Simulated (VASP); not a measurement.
Here is a VASP 6.6.1 calculation.

INCAR

```
PREC = Accurate
ENCUT = 520
EDIFF = 1E-6
ISMEAR = -1
SIGMA = 0.05
LREAL = F
LASPH = T
NELM = 100
ALGO = Normal
ISIF = 2
LWAVE = F
LCHARG = F
GGA = PS
NBANDS = 8
```

Contents of KPOINTS:

```
Automatic mesh
0
Gamma
  14 14 14
```

POSCAR

```
Al
1.0
    0.0000000000      2.0239800000      2.0846994000
    2.0239800000      0.0000000000      2.0846994000
    2.0239800000      2.0239800000      0.0000000000
Al
1
Direct
    0.0000000000      0.0000000000      0.0000000000
```

Potentials or basis: VASP PAW PBE potentials, release 64 (Al).

Launch:

```console
$ cat potpaw_PBE.64/Al/POTCAR > POTCAR
$ mpirun -np 1 vasp_std > vasp.out
```

Problem. Predict the pressure.

Solution. -3.9 GPa.

Stress tensor (GPa, compression positive):
```
-3.75  0.00  0.00
 0.00 -3.75  0.00
 0.00  0.00 -4.16
```

Caveat: the cell differs from its parent crystal (zz strain of +3 %); the PAW data sets were made with another functional, which shifts forces and pressure a little.
